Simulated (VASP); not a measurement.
# AlCo (Pm-3m) in VASP: further runs

The runs below take AlCo through single point, with PBEsol.

Program: VASP 6.6.1. These are calculated values, not measurements. Logs are shortened: lines on timing, memory, paths and dates and some standing lists are left out, and cuts for length are marked.

**1. The cell of the first run**

It takes space group Pm-3m (No. 221, cubic). Conventional cell: a = 2.712 Å, b = 2.712 Å, c = 2.712 Å, α = 90.00°, β = 90.00°, γ = 90.00°. Within 3.1 Å of Co (site symmetry m-3m) lie 8 Al at 2.35 Å and 6 Co at 2.71 Å. Al (site symmetry m-3m) has 8 Co at 2.35 Å and 6 Al at 2.71 Å within 3.1 Å.

**2. Single point, PBEsol, collinear spin, ferromagnetic start**

INCAR reads:

```
SYSTEM = AlCo
  PREC = Accurate
  ENCUT = 520
  EDIFF = 1E-7
  ISMEAR = -1
  SIGMA = 0.05
  LREAL = .False.
  LASPH = .True.
  NELM = 150
  ALGO = Fast
  ISIF = 2
  LWAVE = .False.
  LCHARG = .True.
  ISPIN = 2
  MAGMOM = 2 0
  LORBIT = 11
  LMAXMIX = 4
  GGA = PS
  LELF = .True.
  LVHAR = .True.
  NBANDS = 17
```

KPOINTS reads:

```
regular mesh
0
Gamma
  9 9 9
  0 0 0
```

POSCAR reads:

```
AlCo
1.0
    2.7119011298      0.0000000000      0.0000000000
    0.0000000000      2.7119011298      0.0000000000
    0.0000000000      0.0000000000      2.7119011298
Co Al
1 1
Direct
    0.5000000000      0.5000000000      0.5000000000
    0.0000000000      0.0000000000      0.0000000000
```

Potentials or basis: VASP PAW PBE potentials, release 64 (Co, Al).

Started as:

```
> cat potpaw_PBE.64/Co/POTCAR potpaw_PBE.64/Al/POTCAR > POTCAR
> mpirun -np 1 vasp_std > vasp.out
```

OUTCAR:

```text
SYSTEM = AlCo
   PREC = Accurate
   ENCUT = 520
   EDIFF = 1E-7
   ISMEAR = -1
   LREAL = .False.
   LASPH = .True.
   NELM = 150
   ISIF = 2
   ISPIN = 2
   LORBIT = 11
   GGA = PS

 ion  position               nearest neighbor table
   1  0.500  0.500  0.500-   2 2.35   2 2.35   2 2.35   2 2.35   2 2.35   2 2.35   2 2.35   2 2.35

   2  0.000  0.000  0.000-   1 2.35   1 2.35   1 2.35   1 2.35   1 2.35   1 2.35   1 2.35   1 2.35

  LATTYP: Found a simple cubic cell.
 ALAT       =     2.7119011298

  Lattice vectors:

 A1 = (   2.7119011298,   0.0000000000,   0.0000000000)
 A2 = (   0.0000000000,   2.7119011298,   0.0000000000)
 A3 = (   0.0000000000,   0.0000000000,   2.7119011298)

Analysis of symmetry for initial positions (statically):
=====================================================================
 Subroutine PRICEL returns:
 Original cell was already a primitive cell.

 Routine SETGRP: Setting up the symmetry group for a
 simple cubic supercell.

 Subroutine GETGRP returns: Found 48 space group operations
 (whereof 48 operations were pure point group operations)
 out of a pool of 48 trial point group operations.

The static configuration has the point symmetry O_h .

Analysis of symmetry for dynamics (positions and initial velocities):
=====================================================================
 Subroutine PRICEL returns:
 Original cell was already a primitive cell.

 Routine SETGRP: Setting up the symmetry group for a
 simple cubic supercell.

 Subroutine GETGRP returns: Found 48 space group operations
 (whereof 48 operations were pure point group operations)
 out of a pool of 48 trial point group operations.

The dynamic configuration has the point symmetry O_h .

Analysis of structural, dynamic, and magnetic symmetry:
=====================================================================
 Subroutine PRICEL returns:
 Original cell was already a primitive cell.

 Routine SETGRP: Setting up the symmetry group for a
 simple cubic supercell.

 Subroutine GETGRP returns: Found 48 space group operations
 (whereof 48 operations were pure point group operations)
 out of a pool of 48 trial point group operations.

The overall configuration has the point symmetry O_h .

 Subroutine INISYM returns: Found 48 space group operations
 (whereof 48 operations are pure point group operations),
 and found     1 'primitive' translations

----------------------------------------------------------------------------------------

                                     Primitive cell

  volume of cell :      19.9444

  direct lattice vectors                    reciprocal lattice vectors
     2.711901130  0.000000000  0.000000000     0.368745007  0.000000000  0.000000000
     0.000000000  2.711901130  0.000000000     0.000000000  0.368745007  0.000000000
     0.000000000  0.000000000  2.711901130     0.000000000  0.000000000  0.368745007

  length of vectors
     2.711901130  2.711901130  2.711901130     0.368745007  0.368745007  0.368745007

  position of ions in fractional coordinates (direct lattice)
     0.500000000  0.500000000  0.500000000
     0.000000000  0.000000000  0.000000000

  ion indices of the primitive-cell ions
   primitive index   ion index
                 1           1
                 2           2

----------------------------------------------------------------------------------------

 KPOINTS: regular mesh

Automatic generation of k-mesh.
 Grid dimensions read from file:
 generate k-points for:    9    9    9

 Generating k-lattice:

  Cartesian coordinates                     Fractional coordinates (reciprocal lattice)
     0.040971667  0.000000000  0.000000000     0.111111111  0.000000000  0.000000000
     0.000000000  0.040971667  0.000000000     0.000000000  0.111111111  0.000000000
     0.000000000  0.000000000  0.040971667     0.000000000  0.000000000  0.111111111

  Length of vectors
     0.040971667  0.040971667  0.040971667

  Shift w.r.t. Gamma in fractional coordinates (k-lattice)
     0.000000000  0.000000000  0.000000000

 Subroutine IBZKPT returns following result:
 ===========================================

 Found     35 irreducible k-points:

 Following reciprocal coordinates:
            Coordinates               Weight
  0.000000  0.000000  0.000000      1.000000
  0.111111  0.000000  0.000000      6.000000
  0.222222  0.000000  0.000000      6.000000
  0.333333  0.000000  0.000000      6.000000
  0.444444  0.000000  0.000000      6.000000
  0.111111  0.111111  0.000000     12.000000
[... 16 lines left out ...]
  0.333333  0.333333  0.111111     24.000000
  0.444444  0.333333  0.111111     48.000000
 [... further k-points ...]
   k-points           NKPTS =     35   k-points in BZ     NKDIM =     35   number of bands    NBANDS=     17
   number of dos      NEDOS =    301   number of ions     NIONS =      2
   total plane-waves  NPLWV =   8000
   dimension x,y,z NGX =    20 NGY =   20 NGZ =   20
   dimension x,y,z NGXF=    40 NGYF=   40 NGZF=   40
   ions per type =               1   1
   NGX,Y,Z   is equivalent  to a cutoff of  12.26, 12.26, 12.26 a.u.
   NGXF,Y,Z  is equivalent  to a cutoff of  24.52, 24.52, 24.52 a.u.
 SYSTEM =  AlCo
   PREC   = accura    normal or accurate (medium, high low for compatibility)
   ISTART =      0    job   : 0-new  1-cont  2-samecut
   ICHARG =      2    charge: 1-file 2-atom 10-const
   ISPIN  =      2    spin polarized calculation?
   LNONCOLLINEAR =      F non collinear calculations
   LSORBIT =      F    spin-orbit coupling
   LASPH  =      T    aspherical Exc in radial PAW
   ENCUT  =  520.0 eV  38.22 Ry    6.18 a.u.   5.04  5.04  5.04*2*pi/ulx,y,z
   NELM   =    150;   NELMIN=  2; NELMDL= -5     # of ELM steps
   EDIFF  = 0.1E-06   stopping-criterion for ELM
   LREAL  =      F    real-space projection
   EDIFFG = 0.1E-05   stopping-criterion for IOM
   NSW    =      0    number of steps for IOM
   IBRION =     -1    ionic relax: 0-MD 1-quasi-New 2-CG
   NFREE  =      0    steps in history (QN), initial steepest desc. (CG)
   ISIF   =      2    stress and relaxation
   ISYM   =      2    0-nonsym 1-usesym 2-fastsym
   POTIM  = 0.5000    time-step for ionic-motion
   TEBEG  =    0.0;   TEEND  =   0.0 temperature during run
   PSTRESS=    0.0 pullay stress
   NELECT =      12.0000    total number of electrons
   NUPDOWN=      -1.0000    fix difference up-down
   EMIN   =  10.00;   EMAX   =-10.00  energy-range for DOS
   EFERMI =   0.00;   METHOD = LEGACY
   ISMEAR =    -1;   SIGMA  =   0.05  broadening in eV -4-tet -1-fermi 0-gaus
   EFERMI_NEDOS =   21; number of points for ismear=-14 and -15
   IALGO  =     68    algorithm
   IMIX   =      4    mixing-type and parameters
     AMIX     =   0.40;   BMIX     =  1.00
     AMIX_MAG =   1.60;   BMIX_MAG =  1.00
  volume/ion in A,a.u.               =       9.97        67.30
  Fermi-wavevector in a.u.,A,eV,Ry     =   1.382064  2.611722 25.988489  1.910100
  Thomas-Fermi vector in A             =   2.506790
   LORBIT       =     11    0 simple, 1 ext, 2 COOP (PROOUT), +10 PAW based schemes
   GGA     = PS    functional components
   LHFCALC =     F    Hartree Fock is set to
   AEXX    =    0.0000 exact exchange contribution
   IVDW    =     0    specifies the selected vdW correction
   LEPSILON=     F    determine dielectric tensor
   LRPA    =     F    only Hartree local field effects (RPA)
 spin polarized calculation
 RMM-DIIS sequential band-by-band and
  energy-cutoff  :      520.00
  volume of cell :       19.94
 maximum number of plane-waves:       546
   NGX = 11   NGY = 11   NGZ = 11

 number of electron      11.9999999 magnetization      -0.0000019

 number of electron      11.9999999 magnetization       0.0000233

 Free energy of the ion-electron system (eV)
  ---------------------------------------------------
  ext. energy  EPLUGINS =         0.00000000
  ---------------------------------------------------
  free energy    TOTEN  =       -12.87179981 eV

  energy without entropy =      -12.86871638  energy(sigma->0) =      -12.87025810

 E-fermi :  12.5875     XC(G=0): -13.1357

 val. band max:       12.5229501804   @ k =   0.4444   0.4444   0.1111
 cond. band min:      12.7357515188   @ k =   0.4444   0.3333   0.0000
 fundamental gap:      0.2128013385
 Fermi energy:        12.5874727227

 spin component 1

 k-point     1 :       0.0000    0.0000    0.0000
  band No.  band energies     occupation
      1       0.4646      1.00000
      2       8.8575      1.00000
      3       8.8575      1.00000
      4      11.5775      1.00000
      5      11.5775      1.00000
      6      11.5775      1.00000
[... 9 lines left out ...]
     16      37.8101      0.00000
     17      37.8101      0.00000
[... 441 lines left out ...]
 k-point    24 :       0.4444    0.3333    0.1111
  band No.  band energies     occupation
      1       6.0372      1.00000
      2       7.7378      1.00000
      3       9.3843      1.00000
      4      10.0327      1.00000
      5      10.9398      1.00000
      6      11.1126      1.00000
[... 9 lines left out ...]
     16      36.2132      0.00000
     17      37.7243      0.00000

 [... further k-points ...]

 spin component 2

 k-point     1 :       0.0000    0.0000    0.0000
  band No.  band energies     occupation
      1       0.4646      1.00000
      2       8.8575      1.00000
      3       8.8575      1.00000
      4      11.5776      1.00000
      5      11.5776      1.00000
      6      11.5776      1.00000
[... 9 lines left out ...]
     16      37.8101      0.00000
     17      37.8101      0.00000
[... 441 lines left out ...]
 k-point    24 :       0.4444    0.3333    0.1111
  band No.  band energies     occupation
      1       6.0372      1.00000
      2       7.7379      1.00000
      3       9.3844      1.00000
      4      10.0327      1.00000
      5      10.9399      1.00000
      6      11.1126      1.00000
[... 9 lines left out ...]
     16      36.2132      0.00000
     17      37.7243      0.00000

 [... further k-points ...]
[... 5 lines left out ...]
  --------------------------------------------------------------------------------------
  -------------------------------------------------------------------------------------
  Total        3.7561316      3.7561316      3.7561316     -0.0000000     -0.0000000      0.0000000
  in kB      301.7378764    301.7378764    301.7378764     -0.0000000     -0.0000000      0.0000000
  external PRESSURE =     301.7378764 kB  Pullay stress =       0.0000000 kB

 VOLUME and BASIS-vectors are now :
 -----------------------------------------------------------------------------
  energy-cutoff  :      520.00
  volume of cell :       19.94
      direct lattice vectors                 reciprocal lattice vectors
     2.711901130  0.000000000  0.000000000     0.368745007  0.000000000  0.000000000
     0.000000000  2.711901130  0.000000000     0.000000000  0.368745007  0.000000000
     0.000000000  0.000000000  2.711901130     0.000000000  0.000000000  0.368745007

 POSITION                                       TOTAL-FORCE (eV/Angst)
 -----------------------------------------------------------------------------------
      1.35595      1.35595      1.35595         0.000000      0.000000      0.000000
      0.00000      0.00000      0.00000         0.000000      0.000000      0.000000
 -----------------------------------------------------------------------------------
    total drift:                               -0.000000      0.000000     -0.000000

  FREE ENERGIE OF THE ION-ELECTRON SYSTEM (eV)
  ---------------------------------------------------
  free  energy   TOTEN  =       -12.8717998097 eV

  energy  without entropy=      -12.8687163820  energy(sigma->0) =      -12.87025810

 total charge

# of ion       s       p       d       tot
------------------------------------------
    1        0.498   0.644   7.637   8.780
    2        0.417   0.502   0.000   0.920
--------------------------------------------------
tot          0.915   1.147   7.637   9.699

 magnetization (x)

# of ion       s       p       d       tot
------------------------------------------
    1       -0.000   0.000   0.000   0.000
    2       -0.000  -0.000   0.000  -0.000
--------------------------------------------------
tot         -0.000  -0.000   0.000  -0.000
```

Wall time 17 s (1 thread of Intel Xeon 6975P-C (Granite Rapids), shared host); peak memory 0.13 GiB.

What came out:

* Free energy: -12.8718 eV
* Pressure: 30.2 GPa
* Band gap on the k mesh: zero (filled and empty bands overlap)
* Net moment: 0.00 μB per cell
* Valence electrons inside the program's atomic spheres: Co 8.78; Al 0.92

Caveat: the starting moments collapsed, and a magnetic state may lie lower; the PAW data sets were made with another functional, which shifts forces and pressure a little.

**3. Single point, PBEsol, collinear spin, ferromagnetic start**

This run uses another cell than the first one, of 10.32 Å³/atom, 1.035 times its volume.

INCAR reads:

```
SYSTEM = AlCo
PREC     = Accurate       ! precision mode
ENCUT    = 520            ! plane-wave cutoff, eV
EDIFF    = 1E-7           ! SCF threshold, eV
ISMEAR   = -1             ! smearing method
SIGMA    = 0.05           ! smearing width, eV
LREAL    = .FALSE.        ! projectors in reciprocal space
LASPH    = .TRUE.         ! aspherical terms in the spheres
NELM     = 150            ! most SCF steps
ALGO     = Normal         ! electronic algorithm
ISIF     = 2              ! what is computed and relaxed
LWAVE    = .FALSE.        ! write WAVECAR
LCHARG   = .TRUE.         ! write CHGCAR
ISPIN    = 2              ! spin polarisation
MAGMOM   = 2 0            ! initial moments
LORBIT   = 11             ! projections on sites
LMAXMIX  = 4              ! l up to which the mixer works
GGA      = PS             ! functional
LELF     = .TRUE.         ! ELF
LVHAR    = .TRUE.       
NBANDS   = 17             ! bands
```

KPOINTS reads:

```
regular mesh
0
G
  9 9 9
  0 0 0
```

POSCAR reads:

```
AlCo
1.0
    2.7428226060      0.0000000000      0.0000000000
    0.0000000000      2.7428226060      0.0000000000
    0.0000000000      0.0000000000      2.7428226060
Co Al
1 1
Direct
    0.5000000000      0.5000000000      0.5000000000
    0.0000000000      0.0000000000      0.0000000000
```

Potentials or basis: VASP PAW PBE potentials, release 64 (Co, Al).

Started as:

```
> cat potpaw_PBE.64/Co/POTCAR potpaw_PBE.64/Al/POTCAR > POTCAR
> mpirun -np 1 vasp_std > vasp.out
```

Wall time 11 s (1 thread of Intel Xeon 6975P-C (Granite Rapids), shared host); peak memory 0.14 GiB.

The run converged. Its results:

| Quantity | Value |
| --- | --- |
| Free energy | -12.9795 eV |
| Pressure | 20.1 GPa |
| Band gap on the k mesh | zero (filled and empty bands overlap) |
| Net moment | 0.00 μB per cell |
| Valence electrons inside the program's atomic spheres | Co 8.70; Al 0.90 |

Levels at points of the mesh, in eV from the Fermi level:
Spin up:
```tsv
k point	band 3	band 4	band 5	band 6	band 7	band 8	band 9	band 10
(0.00, 0.00, 0.00)	-3.54	-0.96	-0.96	-0.96	6.57	6.57	6.57	9.24
```
Spin down:
```
           k point  band 2  band 3  band 4  band 5  band 6  band 7  band 8  band 9  band 10  band 11
(0.00, 0.00, 0.00)   -3.54   -3.54   -0.96   -0.96   -0.96    6.57    6.57    6.57     9.24     9.24
```

Caveat: the starting moments collapsed, and a magnetic state may lie lower; the PAW data sets were made with another functional, which shifts forces and pressure a little.
